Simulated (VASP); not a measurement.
Input of a VASP 6.6.1 run:

INCAR

```
SYSTEM = CdH2O2
  PREC = Accurate
  ENCUT = 520
  EDIFF = 1E-6
  ISMEAR = 0
  SIGMA = 0.01
  LREAL = .FALSE.
  LASPH = .TRUE.
  NELM = 60
  ALGO = Normal
  ISIF = 2
  LWAVE = .FALSE.
  LCHARG = .FALSE.
  GGA = PS
  NBANDS = 21
```

Contents of KPOINTS:

```
regular mesh
0
G
  6 6 4
  0 0 0
```

The input POSCAR:

```
CdH2O2
1.0
    3.9274029220      0.0000000000      0.0000000000
   -1.9637014610      3.4012289974      0.0000000000
    0.0000000000      0.0000000000      4.5426942053
Cd H O
1 2 2
Direct
    0.3333333333      0.6666666667      0.9873000000
    0.0000000000      0.0000000000      0.0080800000
    0.6666666667      0.3333333333      0.4318900000
    0.0000000000      0.0000000000      0.7861900000
    0.6666666667      0.3333333333      0.2118900000
```

Potentials or basis: VASP PAW PBE potentials, release 64 (Cd, H, O).

Command:

```bash
$ cat potpaw_PBE.64/Cd/POTCAR potpaw_PBE.64/H/POTCAR potpaw_PBE.64/O/POTCAR > POTCAR
$ mpirun -np 1 vasp_std > vasp.out
```

(1) Estimate the largest force.

(2) Predict the pressure.

(3) Predict the band gap on the k mesh.

Results:

(1) 1.252 eV/Å.

(2) -8.4 GPa.

(3) 0.96 eV, indirect (least direct gap 1.49 eV).

Caveat: the PAW data sets were made with another functional, which shifts forces and pressure a little.
